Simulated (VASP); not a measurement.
# LaC (P1) in VASP: single point with PBE

Aim: the single point of LaC with PBE.

Everything below comes from runs of VASP 6.6.1. Logs are shortened: lines on timing, memory, paths and dates and some standing lists are left out, and cuts for length are marked.

## Step 1: The cell of the first run

The typed cell holds 4 atoms: a = 4.064 Å, b = 4.047 Å, c = 8.257 Å, α = 59.45°, β = 59.04°, γ = 61.96°.

## Step 2: Single point, PBE

Input file INCAR:

```
SYSTEM = LaC
PREC = Accurate
ENCUT = 520
EDIFF = 1E-6
ISMEAR = 0
SIGMA = 0.05
LREAL = .False.
LASPH = .True.
NELM = 100
ALGO = Normal
ISIF = 2
LWAVE = .False.
LCHARG = .True.
GGA = PE
LELF = .True.
LVHAR = .True.
NBANDS = 23
```

Input file KPOINTS:

```
regular mesh
0
Gamma
  7 7 7
  0 0 0
```

Input file POSCAR:

```
LaC
1.0
   -0.0127871828      2.9509281925      2.7942546429
    2.9277562285     -0.0130955161      2.7945629762
    5.8153204332      5.8622810277      0.0140009916
La C
2 2
Direct
   -0.0043755921      0.0048476890      0.0059323972
   -0.0018833809      0.0106798998      0.5057754534
    0.2490216436      0.2585561356      0.1284794909
    0.2530700735      0.2643031821      0.6284803621
```

Potentials or basis: VASP PAW PBE potentials, release 64 (La, C).

The run is started by

```
cat potpaw_PBE.64/La/POTCAR potpaw_PBE.64/C/POTCAR > POTCAR
mpirun -np 1 vasp_std > vasp.out
```

OUTCAR:

```text
SYSTEM = LaC
   PREC = Accurate
   ENCUT = 520
   EDIFF = 1E-6
   ISMEAR = 0
   LREAL = .False.
   LASPH = .True.
   NELM = 100
   ISIF = 2
   GGA = PE

 ion  position               nearest neighbor table
   1  0.996  0.005  0.006-   3 2.50   3 2.50   3 2.50   4 2.50
   2  0.998  0.011  0.506-   4 2.50   4 2.50   3 2.50   4 2.51
   3  0.249  0.259  0.128-   1 2.50   1 2.50   1 2.50   2 2.50
   4  0.253  0.264  0.628-   2 2.50   2 2.50   1 2.50   2 2.51

  LATTYP: Found a triclinic cell.
 ALAT       =     4.0474078438
 B/A-ratio  =     1.0315719678
 C/A-ratio  =     1.7125299129
 COS(alpha) =     0.0048806575
 COS(beta)  =     0.2540099658
 COS(gamma) =     0.5118067011

  Lattice vectors:

 A1 = (  -2.9277562285,   0.0130955161,  -2.7945629762)
 A2 = (  -2.9405434113,   2.9640237086,  -0.0003083333)
 A3 = (   2.9003513875,   2.9244483513,  -5.5748166275)

Analysis of symmetry for initial positions (statically):
=====================================================================
 Subroutine PRICEL returns:
 Original cell was already a primitive cell.

 Routine SETGRP: Setting up the symmetry group for a
 triclinic supercell.

 Subroutine GETGRP returns: Found  1 space group operations
 (whereof  1 operations were pure point group operations)
 out of a pool of  2 trial point group operations.

The static configuration has the point symmetry C_1 .

Analysis of symmetry for dynamics (positions and initial velocities):
=====================================================================
 Subroutine PRICEL returns:
 Original cell was already a primitive cell.

 Routine SETGRP: Setting up the symmetry group for a
 triclinic supercell.

 Subroutine GETGRP returns: Found  1 space group operations
 (whereof  1 operations were pure point group operations)
 out of a pool of  2 trial point group operations.

The dynamic configuration has the point symmetry C_1 .

 Subroutine INISYM returns: Found  1 space group operations
 (whereof  1 operations are pure point group operations),
 and found     1 'primitive' translations

----------------------------------------------------------------------------------------

                                     Primitive cell

  volume of cell :      96.2164

  direct lattice vectors                    reciprocal lattice vectors
    -0.012787183  2.950928193  2.794254643    -0.170269290  0.168477400  0.179174088
     2.927756228 -0.013095516  2.794562976     0.169819192 -0.168886659  0.179133249
     5.815320433  5.862281028  0.014000992     0.086088728  0.085397413 -0.089791674

  length of vectors
     4.063988154  4.047407844  8.257389819     0.299131441  0.299081899  0.150885824

  position of ions in fractional coordinates (direct lattice)
     0.995624408  0.004847689  0.005932397
     0.998116619  0.010679900  0.505775453
     0.249021644  0.258556136  0.128479491
     0.253070073  0.264303182  0.628480362

  ion indices of the primitive-cell ions
   primitive index   ion index
                 1           1
                 2           2
                 3           3
                 4           4

----------------------------------------------------------------------------------------

 KPOINTS: regular mesh

Automatic generation of k-mesh.
 Grid dimensions read from file:
 generate k-points for:    7    7    7

 Generating k-lattice:

  Cartesian coordinates                     Fractional coordinates (reciprocal lattice)
    -0.024324184  0.024068200  0.025596298     0.142857143 -0.000000000  0.000000000
     0.024259885 -0.024126666  0.025590464    -0.000000000  0.142857143 -0.000000000
     0.012298390  0.012199630 -0.012827382     0.000000000  0.000000000  0.142857143

  Length of vectors
     0.042733063  0.042725986  0.021555118

  Shift w.r.t. Gamma in fractional coordinates (k-lattice)
     0.000000000  0.000000000  0.000000000

 Subroutine IBZKPT returns following result:
 ===========================================

 Found    172 irreducible k-points:

 Following reciprocal coordinates:
            Coordinates               Weight
  0.000000  0.000000  0.000000      1.000000
  0.142857  0.000000  0.000000      2.000000
  0.285714  0.000000  0.000000      2.000000
  0.428571  0.000000 -0.000000      2.000000
  0.000000  0.142857  0.000000      2.000000
  0.142857  0.142857  0.000000      2.000000
[... 16 lines left out ...]
 -0.428571  0.428571  0.000000      2.000000
 -0.285714  0.428571 -0.000000      2.000000
 [... further k-points ...]
   k-points           NKPTS =    172   k-points in BZ     NKDIM =    172   number of bands    NBANDS=     23
   number of dos      NEDOS =    301   number of ions     NIONS =      4
   total plane-waves  NPLWV =  57600
   dimension x,y,z NGX =    30 NGY =   30 NGZ =   64
   dimension x,y,z NGXF=    60 NGYF=   60 NGZF=  128
   ions per type =               2   2
   NGX,Y,Z   is equivalent  to a cutoff of  12.27, 12.32, 12.89 a.u.
   NGXF,Y,Z  is equivalent  to a cutoff of  24.54, 24.64, 25.77 a.u.
 SYSTEM =  LaC
   PREC   = accura    normal or accurate (medium, high low for compatibility)
   ISTART =      0    job   : 0-new  1-cont  2-samecut
   ICHARG =      2    charge: 1-file 2-atom 10-const
   ISPIN  =      1    spin polarized calculation?
   LNONCOLLINEAR =      F non collinear calculations
   LSORBIT =      F    spin-orbit coupling
   LASPH  =      T    aspherical Exc in radial PAW
   ENCUT  =  520.0 eV  38.22 Ry    6.18 a.u.   7.56  7.53 15.35*2*pi/ulx,y,z
   NELM   =    100;   NELMIN=  2; NELMDL= -5     # of ELM steps
   EDIFF  = 0.1E-05   stopping-criterion for ELM
   LREAL  =      F    real-space projection
[... 7 lines left out ...]
   TEBEG  =    0.0;   TEEND  =   0.0 temperature during run
   PSTRESS=    0.0 pullay stress
   NELECT =      30.0000    total number of electrons
   NUPDOWN=      -1.0000    fix difference up-down
   EMIN   =  10.00;   EMAX   =-10.00  energy-range for DOS
   EFERMI =   0.00;   METHOD = LEGACY
   ISMEAR =     0;   SIGMA  =   0.05  broadening in eV -4-tet -1-fermi 0-gaus
   EFERMI_NEDOS =   21; number of points for ismear=-14 and -15
   IALGO  =     38    algorithm
   IMIX   =      4    mixing-type and parameters
     AMIX     =   0.40;   BMIX     =  1.00
     AMIX_MAG =   1.60;   BMIX_MAG =  1.00
  volume/ion in A,a.u.               =      24.05       162.33
  Fermi-wavevector in a.u.,A,eV,Ry     =   1.110109  2.097802 16.767026  1.232342
  Thomas-Fermi vector in A             =   2.246656
   LORBIT       =      0    0 simple, 1 ext, 2 COOP (PROOUT), +10 PAW based schemes
   GGA     = PE    functional components
   LHFCALC =     F    Hartree Fock is set to
   AEXX    =    0.0000 exact exchange contribution
   IVDW    =     0    specifies the selected vdW correction
   LEPSILON=     F    determine dielectric tensor
   LRPA    =     F    only Hartree local field effects (RPA)
 non-spin polarized calculation
 Gauss-broadening in eV      SIGMA  =   0.05
  energy-cutoff  :      520.00
  volume of cell :       96.22
 maximum number of plane-waves:      2620
 NGX is ok and might be reduce to    30
   NGX = 15   NGY = 15   NGZ = 31

 number of electron      30.0000000 magnetization

 Free energy of the ion-electron system (eV)
  ---------------------------------------------------
  ext. energy  EPLUGINS =         0.00000000
  ---------------------------------------------------
  free energy    TOTEN  =       -26.09289864 eV

  energy without entropy =      -26.08835498  energy(sigma->0) =      -26.09062681

 E-fermi :   5.4598     XC(G=0):  -9.3541

 val. band max:        5.4581814268   @ k =  -0.4286  -0.2857   0.1429
 cond. band min:       5.4634562338   @ k =   0.1429  -0.2857   0.2857
 fundamental gap:      0.0052748070
 Fermi energy:         5.4598100265

 k-point     1 :       0.0000    0.0000    0.0000
  band No.  band energies     occupation
      1     -25.6809      2.00000
      2     -25.5869      2.00000
      3     -10.2255      2.00000
      4      -9.3339      2.00000
      5      -9.2688      2.00000
      6      -9.1745      2.00000
[... 15 lines left out ...]
     22       8.9625      0.00000
     23       8.9864      0.00000

 k-point     2 :       0.1429    0.0000    0.0000
  band No.  band energies     occupation
      1     -25.6641      2.00000
      2     -25.5829      2.00000
      3     -10.1634      2.00000
      4      -9.4416      2.00000
      5      -9.3979      2.00000
      6      -9.3156      2.00000
[... 15 lines left out ...]
     22       8.9699      0.00000
     23       9.0020      0.00000

 k-point     3 :       0.2857    0.0000    0.0000
  band No.  band energies     occupation
      1     -25.6262      2.00000
      2     -25.5739      2.00000
      3     -10.1224      2.00000
      4      -9.8573      2.00000
      5      -9.5658      2.00000
      6      -9.3983      2.00000
[... 15 lines left out ...]
     22       8.9904      0.00000
     23       9.0378      0.00000

 k-point     4 :       0.4286    0.0000   -0.0000
  band No.  band energies     occupation
      1     -25.5954      2.00000
      2     -25.5666      2.00000
      3     -10.2310      2.00000
      4     -10.1831      2.00000
      5      -9.5042      2.00000
      6      -9.4465      2.00000
[... 15 lines left out ...]
     22       8.9468      0.00000
     23       9.0817      0.00000

 k-point     5 :       0.0000    0.1429    0.0000
  band No.  band energies     occupation
      1     -25.6642      2.00000
      2     -25.5824      2.00000
      3     -10.1647      2.00000
      4      -9.4355      2.00000
      5      -9.3975      2.00000
      6      -9.3234      2.00000
[... 434 lines left out ...]
 k-point    22 :       0.4286    0.4286    0.0000
  band No.  band energies     occupation
      1     -25.5888      2.00000
      2     -25.5557      2.00000
      3     -10.1887      2.00000
      4     -10.1626      2.00000
      5      -9.5399      2.00000
      6      -9.5150      2.00000
[... 15 lines left out ...]
     22       8.9914      0.00000
     23       9.0335      0.00000

 k-point    23 :      -0.4286    0.4286    0.0000
  band No.  band energies     occupation
      1     -25.5842      2.00000
      2     -25.5510      2.00000
      3     -10.1878      2.00000
      4     -10.1649      2.00000
      5      -9.6208      2.00000
      6      -9.5102      2.00000
[... 15 lines left out ...]
     22       8.9570      0.00000
     23       9.0004      0.00000

 k-point    24 :      -0.2857    0.4286   -0.0000
  band No.  band energies     occupation
      1     -25.5736      2.00000
      2     -25.5630      2.00000
      3     -10.1128      2.00000
      4     -10.1028      2.00000
      5      -9.6454      2.00000
      6      -9.5951      2.00000
[... 15 lines left out ...]
     22       8.9983      0.00000
     23       9.1191      0.00000

 [... further k-points ...]

------------------------ aborting loop because EDIFF is reached ----------------------------------------

  FORCE on cell =-STRESS in cart. coord.  units (eV):
  Direction    XX          YY          ZZ          XY          YZ          ZX
  --------------------------------------------------------------------------------------
  -------------------------------------------------------------------------------------
  Total       -0.0682748     -0.0697271     -0.1337698      0.0326369      0.0050882     -0.0187688
  in kB       -1.1368994     -1.1610824     -2.2275089      0.5434640      0.0847274     -0.3125351
  external PRESSURE =      -1.5084969 kB  Pullay stress =       0.0000000 kB

 VOLUME and BASIS-vectors are now :
 -----------------------------------------------------------------------------
  energy-cutoff  :      520.00
  volume of cell :       96.22
      direct lattice vectors                 reciprocal lattice vectors
    -0.012787183  2.950928193  2.794254643    -0.170269290  0.168477400  0.179174088
     2.927756228 -0.013095516  2.794562976     0.169819192 -0.168886659  0.179133249
     5.815320433  5.862281028  0.014000992     0.086088728  0.085397413 -0.089791674

 POSITION                                       TOTAL-FORCE (eV/Angst)
 -----------------------------------------------------------------------------------
      0.03596      2.97273      2.79566        -0.001908     -0.013572      0.005407
      2.95975      5.91023      2.82592        -0.008445      0.006862      0.007115
      1.50095      1.48464      1.42018         0.006512      0.012875      0.001402
      4.42539      4.42766      1.45455         0.003841     -0.006166     -0.013924
 -----------------------------------------------------------------------------------
    total drift:                               -0.000095     -0.001066      0.000489

  FREE ENERGIE OF THE ION-ELECTRON SYSTEM (eV)
  ---------------------------------------------------
  free  energy   TOTEN  =       -26.0928986434 eV

  energy  without entropy=      -26.0883549822  energy(sigma->0) =      -26.09062681
```

Wall time 7.2 min (1 thread of Intel Xeon Platinum 8488C (Sapphire Rapids), shared host); peak memory 0.52 GiB.

What came out:

```
Free energy            : -26.0929 eV
Pressure               : -0.2 GPa
Largest force          : 0.016 eV/Å
Band gap on the k mesh : zero (bands 15 and 16 overlap by 1.44 eV)
```

Forces on the atoms (eV/Å):
```
La  -0.002 -0.014  0.005
La  -0.008  0.007  0.007
C    0.007  0.013  0.001
C    0.004 -0.006 -0.014
```

Levels at points of the mesh, in eV from the Fermi level:
```csv
k point,band 13,band 14,band 15,band 16,band 17,band 18
"(0.00, 0.00, 0.00)",-1.28,-0.88,-0.72,-0.21,1.62,2.68
```

Caveat: spin-orbit coupling is left out, which moves the levels of the heavy elements.
